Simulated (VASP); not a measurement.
# Al (a cell with a defect) in VASP: further runs

The runs below take Al (a cell with a defect) through single point, with PBE.

Everything below comes from runs of VASP 6.6.1. Logs are shortened: lines on timing, memory, paths and dates and some standing lists are left out, and cuts for length are marked.

## Step 1: The cell of the first run

The cell holds a defect, 31 atoms: a = 8.100 Å, b = 8.100 Å, c = 8.100 Å, α = 90.00°, β = 90.00°, γ = 90.00°.

## Step 2: Single point, PBE

Input file INCAR:

```
SYSTEM = Al
PREC = Accurate
ENCUT = 520
EDIFF = 1E-6
ISMEAR = 0
SIGMA = 0.05
LREAL = Auto
LASPH = .TRUE.
NELM = 60
ALGO = Normal
ISIF = 2
LWAVE = .FALSE.
LCHARG = .TRUE.
GGA = PE
LELF = .TRUE.
LVHAR = .TRUE.
NBANDS = 68
```

Input file KPOINTS:

```
Automatic mesh
0
G
  3 3 3
  0 0 0
```

Input file POSCAR:

```
Al
1.0
    8.1000000000      0.0000000000      0.0000000000
    0.0000000000      8.1000000000      0.0000000000
    0.0000000000      0.0000000000      8.1000000000
Al
31
Direct
    0.5009208642      0.0002569136      0.0011398765
    0.7490417284      0.2521548148      0.0012511111
    0.7518507407      0.0001379012      0.2520891358
    0.0010319753      0.0002135802      0.0011609877
    0.2527913580      0.2520744444      0.0011500000
    0.7490725926      0.7481353086      0.0011327160
    0.2500658025      0.0002714815      0.2521225926
    0.5009282716      0.2521246914      0.2492186420
    0.7489941975      0.5001767901      0.2493807407
    0.5009356790      0.0001971605      0.5011054321
    0.7517190123      0.2492546914      0.5011775309
    0.7517804938      0.0002049383      0.7503635802
    0.0009313580      0.5001775309      0.0012358025
    0.2528324691      0.7483285185      0.0011392593
    0.0009564198      0.2493895062      0.2520830864
    0.2528379012      0.5000996296      0.2490940741
    0.5009196296      0.7483197531      0.2491971605
    0.0008919753      0.0002866667      0.5011472840
    0.2500732099      0.2493372840      0.5011639506
    0.5008481481      0.5002896296      0.5011750617
    0.7518472840      0.7511309877      0.5012225926
    0.2501956790      0.0001665432      0.7501343210
    0.5009832099      0.2521962963      0.7530938272
    0.7492377778      0.5001365432      0.7530107407
    0.0010200000      0.7510133333      0.2520843210
    0.0010085185      0.5001893827      0.5011549383
    0.2500341975      0.7511344444      0.5011362963
    0.0009971605      0.2492662963      0.7502871605
    0.2528082716      0.5002113580      0.7531472840
    0.5010220988      0.7482297531      0.7530581481
    0.0010129630      0.7510991358      0.7502693827
```

Potentials or basis: VASP PAW PBE potentials, release 64 (Al).

Launch:

```bash
cat potpaw_PBE.64/Al/POTCAR > POTCAR
mpirun -np 1 vasp_std > vasp.out
```

OUTCAR:

```text
SYSTEM = Al
   PREC = Accurate
   ENCUT = 520
   EDIFF = 1E-6
   ISMEAR = 0
   LREAL = Auto
   LASPH = .TRUE.
   NELM = 60
   ISIF = 2
   GGA = PE

 ion  position               nearest neighbor table
   1  0.501  0.000  0.001-   5 2.86   8 2.86  23 2.86  17 2.86  14 2.86   2 2.86  30 2.86   6 2.87
                            12 2.87  22 2.87   7 2.87   3 2.87
   2  0.749  0.252  0.001-   8 2.84   9 2.84  23 2.84  24 2.84  13 2.86   1 2.86  15 2.88  12 2.88
                             3 2.88  28 2.88   4 2.89
   3  0.752  0.000  0.252-  18 2.85  21 2.85  11 2.85  25 2.85  15 2.85  10 2.86   4 2.86   1 2.87
                            17 2.88   2 2.88   8 2.88   6 2.88
   4  0.001  0.000  0.001-  28 2.86   7 2.86  31 2.86  12 2.86  15 2.86   3 2.86  25 2.86  22 2.86
                             5 2.88  14 2.88   2 2.89   6 2.89
   5  0.253  0.252  0.001-  16 2.84  29 2.84   8 2.84  23 2.84   1 2.86  13 2.86  28 2.88  15 2.88
                             7 2.88  22 2.88   4 2.88
   6  0.749  0.748  0.001-  24 2.84  30 2.84   9 2.84  17 2.84  13 2.86   1 2.87  31 2.88  12 2.88
                            25 2.88   3 2.88   4 2.89
   7  0.250  0.000  0.252-  19 2.85  27 2.85  18 2.85  15 2.85  25 2.85  10 2.86   4 2.86   1 2.87
                             8 2.88   5 2.88  17 2.88  14 2.88
   8  0.501  0.252  0.249-  16 2.84   2 2.84   9 2.84   5 2.84   1 2.86  20 2.86   7 2.88  11 2.88
                            19 2.88   3 2.88  10 2.89
   9  0.749  0.500  0.249-   8 2.84   2 2.84   6 2.84  17 2.84  20 2.86  13 2.86  11 2.88  15 2.88
[... 31 lines left out ...]
  25  0.001  0.751  0.252-  27 2.85   3 2.85   7 2.85  21 2.85  18 2.85  26 2.86   4 2.86  13 2.87
                            16 2.88  14 2.88   9 2.88   6 2.88
  26  0.001  0.500  0.501-  15 2.86  25 2.86  19 2.86  27 2.86  31 2.86  28 2.86  21 2.86  11 2.87
                            24 2.88   9 2.89  29 2.89  16 2.89
  27  0.250  0.751  0.501-  22 2.85  25 2.85   7 2.85  31 2.85  18 2.85  10 2.86  26 2.86  20 2.87
                            17 2.88  30 2.88  29 2.88  16 2.88
  28  0.001  0.249  0.750-  18 2.85  19 2.85  12 2.85  22 2.85  11 2.85   4 2.86  26 2.86  13 2.87
                            24 2.88   5 2.88  29 2.88   2 2.88
  29  0.253  0.500  0.753-  14 2.84   5 2.84  23 2.84  30 2.84  13 2.86  20 2.86  31 2.88  28 2.88
                            19 2.88  27 2.88  26 2.89
  30  0.501  0.748  0.753-   6 2.84  29 2.84  14 2.84  24 2.84  20 2.86   1 2.86  21 2.88  12 2.88
                            22 2.88  27 2.88  10 2.89
  31  0.001  0.751  0.750-  27 2.85  21 2.85  22 2.85  18 2.85  12 2.85   4 2.86  26 2.86  13 2.87
                            29 2.88  14 2.88  24 2.88   6 2.88

  LATTYP: Found a simple cubic cell.
 ALAT       =     8.1000000000

  Lattice vectors:

 A1 = (   8.1000000000,   0.0000000000,   0.0000000000)
 A2 = (   0.0000000000,   8.1000000000,   0.0000000000)
 A3 = (   0.0000000000,   0.0000000000,   8.1000000000)

Analysis of symmetry for initial positions (statically):
=====================================================================
 Subroutine PRICEL returns:
 Original cell was already a primitive cell.

 Routine SETGRP: Setting up the symmetry group for a
 simple cubic supercell.

 Subroutine GETGRP returns: Found  1 space group operations
 (whereof  1 operations were pure point group operations)
 out of a pool of 48 trial point group operations.

The static configuration has the point symmetry C_1 .

Analysis of symmetry for dynamics (positions and initial velocities):
=====================================================================
 Subroutine PRICEL returns:
 Original cell was already a primitive cell.

 Routine SETGRP: Setting up the symmetry group for a
 simple cubic supercell.

 Subroutine GETGRP returns: Found  1 space group operations
 (whereof  1 operations were pure point group operations)
 out of a pool of 48 trial point group operations.

The dynamic configuration has the point symmetry C_1 .

 Subroutine INISYM returns: Found  1 space group operations
[... 43 lines left out ...]
   TEBEG  =    0.0;   TEEND  =   0.0 temperature during run
   PSTRESS=    0.0 pullay stress
   NELECT =      93.0000    total number of electrons
   NUPDOWN=      -1.0000    fix difference up-down
   EMIN   =  10.00;   EMAX   =-10.00  energy-range for DOS
   EFERMI =   0.00;   METHOD = LEGACY
   ISMEAR =     0;   SIGMA  =   0.05  broadening in eV -4-tet -1-fermi 0-gaus
   EFERMI_NEDOS =   21; number of points for ismear=-14 and -15
   IALGO  =     38    algorithm
   IMIX   =      4    mixing-type and parameters
     AMIX     =   0.40;   BMIX     =  1.00
     AMIX_MAG =   1.60;   BMIX_MAG =  1.00
  volume/ion in A,a.u.               =      17.14       115.69
  Fermi-wavevector in a.u.,A,eV,Ry     =   0.915695  1.730412 11.408446  0.838497
  Thomas-Fermi vector in A             =   2.040466
   LORBIT       =      0    0 simple, 1 ext, 2 COOP (PROOUT), +10 PAW based schemes
   GGA     = PE    functional components
   LHFCALC =     F    Hartree Fock is set to
   AEXX    =    0.0000 exact exchange contribution
   IVDW    =     0    specifies the selected vdW correction
   LEPSILON=     F    determine dielectric tensor
   LRPA    =     F    only Hartree local field effects (RPA)
 non-spin polarized calculation
 Gauss-broadening in eV      SIGMA  =   0.05
  energy-cutoff  :      520.00
  volume of cell :      531.44
 maximum number of plane-waves:     14358
   NGX = 31   NGY = 31   NGZ = 31

 number of electron      92.9999999 magnetization

 Free energy of the ion-electron system (eV)
  ---------------------------------------------------
  ext. energy  EPLUGINS =         0.00000000
  ---------------------------------------------------
  free energy    TOTEN  =      -115.95528952 eV

  energy without entropy =     -115.93576033  energy(sigma->0) =     -115.94552492

 E-fermi :   7.4453     XC(G=0): -10.0285

 val. band max:        7.4033120036   @ k =  -0.3333  -0.3333   0.3333
 cond. band min:       7.4592230758   @ k =   0.3333  -0.3333   0.3333
 fundamental gap:      0.0559110721
 Fermi energy:         7.4452572440

 k-point     1 :       0.0000    0.0000    0.0000
  band No.  band energies     occupation
      1      -3.3728      2.00000
      2      -1.2193      2.00000
      3      -1.2176      2.00000
      4      -1.1736      2.00000
      5      -1.1730      2.00000
      6      -1.1725      2.00000
[... 843 lines left out ...]
     57       9.2717      0.00000
     58       9.5238      0.00000
 [bands above 58 left out]

------------------------ aborting loop because EDIFF is reached ----------------------------------------

  FORCE on cell =-STRESS in cart. coord.  units (eV):
  Direction    XX          YY          ZZ          XY          YZ          ZX
  --------------------------------------------------------------------------------------
  -------------------------------------------------------------------------------------
  Total       -3.7500431     -3.7706374     -3.7374228     -0.0000083      0.0063738      0.0021995
  in kB      -11.3055523    -11.3676396    -11.2675048     -0.0000250      0.0192157      0.0066309
  external PRESSURE =     -11.3135656 kB  Pullay stress =       0.0000000 kB

 VOLUME and BASIS-vectors are now :
 -----------------------------------------------------------------------------
  energy-cutoff  :      520.00
  volume of cell :      531.44
      direct lattice vectors                 reciprocal lattice vectors
     8.100000000  0.000000000  0.000000000     0.123456790  0.000000000  0.000000000
     0.000000000  8.100000000  0.000000000     0.000000000  0.123456790  0.000000000
     0.000000000  0.000000000  8.100000000     0.000000000  0.000000000  0.123456790

 POSITION                                       TOTAL-FORCE (eV/Angst)
 -----------------------------------------------------------------------------------
      4.05746      0.00208      0.00923         0.002884     -0.000821      0.003176
      6.06724      2.04245      0.01013        -0.003417      0.001550     -0.000541
      6.08999      0.00112      2.04192         0.001789      0.000323     -0.002989
      0.00836      0.00173      0.00940        -0.000623     -0.000097      0.003149
      2.04761      2.04180      0.00932         0.001560      0.000237     -0.002062
      6.06749      6.05990      0.00917        -0.003883      0.000156      0.002122
[... 23 lines left out ...]
      4.05828      6.06066      6.09977        -0.002148     -0.002118     -0.000002
      0.00821      6.08390      6.07718         0.001183      0.006446     -0.000984
 -----------------------------------------------------------------------------------
    total drift:                                0.066971      0.008702      0.090122

  FREE ENERGIE OF THE ION-ELECTRON SYSTEM (eV)
  ---------------------------------------------------
  free  energy   TOTEN  =      -115.9552895159 eV

  energy  without entropy=     -115.9357603285  energy(sigma->0) =     -115.94552492
```

Run time: 5.1 min. Hardware: 1 thread of Intel Xeon 6975P-C (Granite Rapids), shared host; peak memory 0.62 GiB.

Results:

| Quantity | Value |
| --- | --- |
| Free energy | -115.9553 eV |
| Pressure | -1.1 GPa |
| Largest force | 0.009 eV/Å |
| Band gap on the k mesh | zero (an odd number of electrons rules out a gap without spin polarisation) |

Forces in eV/Å, atoms in the order of the input:
```
Al   0.003 -0.001  0.003
Al  -0.003  0.002 -0.001
Al   0.002  0.000 -0.003
Al  -0.001  0.000  0.003
Al   0.002  0.000 -0.002
Al  -0.004  0.000  0.002
Al  -0.004 -0.003  0.001
Al   0.000  0.002 -0.003
Al  -0.006  0.003 -0.006
Al   0.003  0.001  0.004
Al   0.005 -0.001  0.001
Al   0.007  0.000 -0.004
Al   0.002  0.001  0.001
Al   0.001 -0.001 -0.001
Al  -0.002 -0.006  0.001
Al   0.005  0.003  0.001
Al   0.001 -0.005 -0.003
Al   0.002  0.000  0.003
Al  -0.001 -0.003  0.003
Al   0.003  0.000  0.002
Al   0.002  0.000 -0.001
Al  -0.006 -0.001 -0.002
Al  -0.003  0.001 -0.001
Al  -0.005  0.000  0.001
Al  -0.002  0.005  0.000
Al   0.001  0.001  0.003
Al  -0.002  0.003  0.001
Al   0.002 -0.004 -0.002
Al   0.001 -0.001 -0.002
Al  -0.002 -0.002  0.000
Al   0.001  0.006 -0.001
```

## Step 3: Single point, PBE

Input file INCAR:

```
  PREC = Accurate
  ENCUT = 520
  EDIFF = 1E-7
  ISMEAR = 0
  SIGMA = 0.05
  LREAL = Auto
  LASPH = T
  NELM = 100
  ALGO = Normal
  ISIF = 2
  LWAVE = F
  LCHARG = T
  GGA = PE
  LELF = T
  LVHAR = T
  NBANDS = 68
```

Input file KPOINTS:

```
regular mesh
0
Gamma
  3 3 3
```

Input file POSCAR:

```
Al
1.0
    8.1000000000      0.0000000000      0.0000000000
    0.0000000000      8.1000000000      0.0000000000
    0.0000000000      0.0000000000      8.1000000000
Al
31
Direct
    0.4976222986      0.0023777014      0.0000000000
    0.7500000000      0.2500000000      0.0000000000
    0.7500000000     -0.0013030988      0.2513030988
    0.0023777014      0.0023777014      0.0000000000
    0.4976222986      0.4976222986      0.0000000000
    0.7500000000      0.7500000000      0.0000000000
    0.2500000000      0.0023777014      0.2476222986
    0.4976222986      0.2500000000      0.2476222986
    0.7500000000      0.5013030988      0.2513030988
    0.5013030988     -0.0013030988      0.5000000000
    0.7500000000      0.2500000000      0.5000000000
    0.7500000000     -0.0013030988      0.7486969012
    0.0023777014      0.4976222986      0.0000000000
    0.2500000000      0.7500000000      0.0000000000
    0.0023777014      0.2500000000      0.2476222986
    0.2500000000      0.4976222986      0.2476222986
    0.5013030988      0.7500000000      0.2513030988
   -0.0013030988     -0.0013030988      0.5000000000
    0.2500000000      0.2500000000      0.5000000000
    0.5013030988      0.5013030988      0.5000000000
    0.7500000000      0.7500000000      0.5000000000
    0.2500000000      0.0023777014      0.7523777014
    0.4976222986      0.2500000000      0.7523777014
    0.7500000000      0.5013030988      0.7486969012
   -0.0013030988      0.7500000000      0.2513030988
   -0.0013030988      0.5013030988      0.5000000000
    0.2500000000      0.7500000000      0.5000000000
    0.0023777014      0.2500000000      0.7523777014
    0.2500000000      0.4976222986      0.7523777014
    0.5013030988      0.7500000000      0.7486969012
   -0.0013030988      0.7500000000      0.7486969012
```

Potentials or basis: VASP PAW PBE potentials, release 64 (Al).

Launch:

```bash
cat potpaw_PBE.64/Al/POTCAR > POTCAR
mpirun -np 1 vasp_std > vasp.out
```

Wall time 2.1 min (1 thread of Intel Xeon Platinum 8488C (Sapphire Rapids), shared host); peak memory 0.48 GiB.

Results (log left out):

- Free energy: -115.9529 eV
- Pressure: -1.1 GPa
- Largest force: 0.033 eV/Å
- Band gap on the k mesh: zero (an odd number of electrons rules out a gap without spin polarisation)

Forces on the atoms (eV/Å):
```
Al   0.020 -0.020  0.000
Al   0.000  0.000  0.000
Al   0.000  0.023 -0.023
Al  -0.020 -0.020  0.000
Al   0.020  0.020  0.000
Al   0.000  0.000  0.000
Al   0.000 -0.020  0.020
Al   0.020  0.000  0.020
Al   0.000 -0.023 -0.023
Al  -0.023  0.023  0.000
Al   0.000  0.000  0.000
Al   0.000  0.023  0.023
Al  -0.020  0.020  0.000
Al   0.000  0.000  0.000
Al  -0.020  0.000  0.020
Al   0.000  0.020  0.020
Al  -0.023  0.000 -0.023
Al   0.023  0.023  0.000
Al   0.000  0.000  0.000
Al  -0.023 -0.023  0.000
Al   0.000  0.000  0.000
Al   0.000 -0.020 -0.020
Al   0.020  0.000 -0.020
Al   0.000 -0.023  0.023
Al   0.023  0.000 -0.023
Al   0.023 -0.023  0.000
Al   0.000  0.000  0.000
Al  -0.020  0.000 -0.020
Al   0.000  0.020 -0.020
Al  -0.023  0.000  0.023
Al   0.023  0.000  0.023
```

Levels at points of the mesh, in eV from the Fermi level:
```tsv
k point	band 43	band 44	band 45	band 46	band 47	band 48	band 49	band 50
(0.00, 0.00, 0.00)	-0.28	-0.28	-0.28	0.44	0.50	0.50	0.50	0.54
```

## Step 4: Single point, PBE

Input file INCAR:

```
SYSTEM = Al
  PREC = Accurate
  ENCUT = 520
  EDIFF = 1E-6
  ISMEAR = 0
  SIGMA = 0.05
  LREAL = Auto
  LASPH = .True.
  NELM = 80
  ALGO = Normal
  ISIF = 2
  LWAVE = .False.
  LCHARG = .False.
  GGA = PE
  NBANDS = 68
```

Input file KPOINTS:

```
Automatic mesh
0
Gamma
  3 3 3
  0 0 0
```

Input file POSCAR:

```
Al
1.0
    8.1000000000      0.0000000000      0.0000000000
    0.0000000000      8.1000000000      0.0000000000
    0.0000000000      0.0000000000      8.1000000000
Al
31
Direct
    0.4976223457      0.0023776543      0.0000000000
    0.7500000000      0.2500000000      0.0000000000
    0.7500000000     -0.0013030864      0.2513030864
    0.0023776543      0.0023776543      0.0000000000
    0.4976223457      0.4976223457      0.0000000000
    0.7500000000      0.7500000000      0.0000000000
    0.2500000000      0.0023776543      0.2476223457
    0.4976223457      0.2500000000      0.2476223457
    0.7500000000      0.5013030864      0.2513030864
    0.5013030864     -0.0013030864      0.5000000000
    0.7500000000      0.2500000000      0.5000000000
    0.7500000000     -0.0013030864      0.7486969136
    0.0023776543      0.4976223457      0.0000000000
    0.2500000000      0.7500000000      0.0000000000
    0.0023776543      0.2500000000      0.2476223457
    0.2500000000      0.4976223457      0.2476223457
    0.5013030864      0.7500000000      0.2513030864
   -0.0013030864     -0.0013030864      0.5000000000
    0.2500000000      0.2500000000      0.5000000000
    0.5013030864      0.5013030864      0.5000000000
    0.7500000000      0.7500000000      0.5000000000
    0.2500000000      0.0023776543      0.7523776543
    0.4976223457      0.2500000000      0.7523776543
    0.7500000000      0.5013030864      0.7486969136
   -0.0013030864      0.7500000000      0.2513030864
   -0.0013030864      0.5013030864      0.5000000000
    0.2500000000      0.7500000000      0.5000000000
    0.0023776543      0.2500000000      0.7523776543
    0.2500000000      0.4976223457      0.7523776543
    0.5013030864      0.7500000000      0.7486969136
   -0.0013030864      0.7500000000      0.7486969136
```

Launch:

```bash
cat potpaw_PBE.64/Al/POTCAR > POTCAR
mpirun -np 1 vasp_std > vasp.out
```

Wall time 1.7 min (1 thread of Intel Xeon Platinum 8488C (Sapphire Rapids), shared host); peak memory 0.48 GiB.

It converged, with:

```yaml
Free_energy: -115.9529 eV
Pressure: -1.1 GPa
Largest_force: 0.033 eV/Å
Band_gap_on_the_k_mesh: zero (an odd number of electrons rules out a gap without spin polarisation)
```

Forces in eV/Å, atoms in the order of the input:
```
Al   0.020 -0.020  0.000
Al   0.000  0.000  0.000
Al   0.000  0.023 -0.023
Al  -0.020 -0.020  0.000
Al   0.020  0.020  0.000
Al   0.000  0.000  0.000
Al   0.000 -0.020  0.020
Al   0.020  0.000  0.020
Al   0.000 -0.023 -0.023
Al  -0.023  0.023  0.000
Al   0.000  0.000  0.000
Al   0.000  0.023  0.023
Al  -0.020  0.020  0.000
Al   0.000  0.000  0.000
Al  -0.020  0.000  0.020
Al   0.000  0.020  0.020
Al  -0.023  0.000 -0.023
Al   0.023  0.023  0.000
Al   0.000  0.000  0.000
Al  -0.023 -0.023  0.000
Al   0.000  0.000  0.000
Al   0.000 -0.020 -0.020
Al   0.020  0.000 -0.020
Al   0.000 -0.023  0.023
Al   0.023  0.000 -0.023
Al   0.023 -0.023  0.000
Al   0.000  0.000  0.000
Al  -0.020  0.000 -0.020
Al   0.000  0.020 -0.020
Al  -0.023  0.000  0.023
Al   0.023  0.000  0.023
```

Levels at points of the mesh, in eV from the Fermi level:
```tsv
k point	band 43	band 44	band 45	band 46	band 47	band 48	band 49	band 50
(0.00, 0.00, 0.00)	-0.28	-0.28	-0.28	0.44	0.50	0.50	0.50	0.54
```

## Step 5: Single point, PBE

Input file INCAR:

```
PREC = Accurate
ENCUT = 520
EDIFF = 1E-6
ISMEAR = 0
SIGMA = 0.05
LREAL = Auto
LASPH = T
NELM = 60
ALGO = Normal
ISIF = 2
LWAVE = F
LCHARG = F
GGA = PE
NBANDS = 68
```

Input file KPOINTS:

```
regular mesh
0
Gamma
  3 3 3
```

POSCAR is that of step 4.

Launch:

```bash
cat potpaw_PBE.64/Al/POTCAR > POTCAR
mpirun -np 1 vasp_std > vasp.out
```

Run time: 2.3 min. Hardware: 1 thread of Intel Xeon Platinum 8488C (Sapphire Rapids), shared host; peak memory 0.48 GiB.

The run converged. Its results:

```yaml
Free_energy: -115.9529 eV
Pressure: -1.1 GPa
Largest_force: 0.033 eV/Å
Band_gap_on_the_k_mesh: zero (an odd number of electrons rules out a gap without spin polarisation)
```

Forces in eV/Å, atoms in the order of the input:
```
Al   0.020 -0.020  0.000
Al   0.000  0.000  0.000
Al   0.000  0.023 -0.023
Al  -0.020 -0.020  0.000
Al   0.020  0.020  0.000
Al   0.000  0.000  0.000
Al   0.000 -0.020  0.020
Al   0.020  0.000  0.020
Al   0.000 -0.023 -0.023
Al  -0.023  0.023  0.000
Al   0.000  0.000  0.000
Al   0.000  0.023  0.023
Al  -0.020  0.020  0.000
Al   0.000  0.000  0.000
Al  -0.020  0.000  0.020
Al   0.000  0.020  0.020
Al  -0.023  0.000 -0.023
Al   0.023  0.023  0.000
Al   0.000  0.000  0.000
Al  -0.023 -0.023  0.000
Al   0.000  0.000  0.000
Al   0.000 -0.020 -0.020
Al   0.020  0.000 -0.020
Al   0.000 -0.023  0.023
Al   0.023  0.000 -0.023
Al   0.023 -0.023  0.000
Al   0.000  0.000  0.000
Al  -0.020  0.000 -0.020
Al   0.000  0.020 -0.020
Al  -0.023  0.000  0.023
Al   0.023  0.000  0.023
```

Levels at points of the mesh, in eV from the Fermi level:
```tsv
k point	band 44	band 45	band 46	band 47	band 48	band 49
(0.00, 0.00, 0.00)	-0.28	-0.28	0.44	0.50	0.50	0.50
```
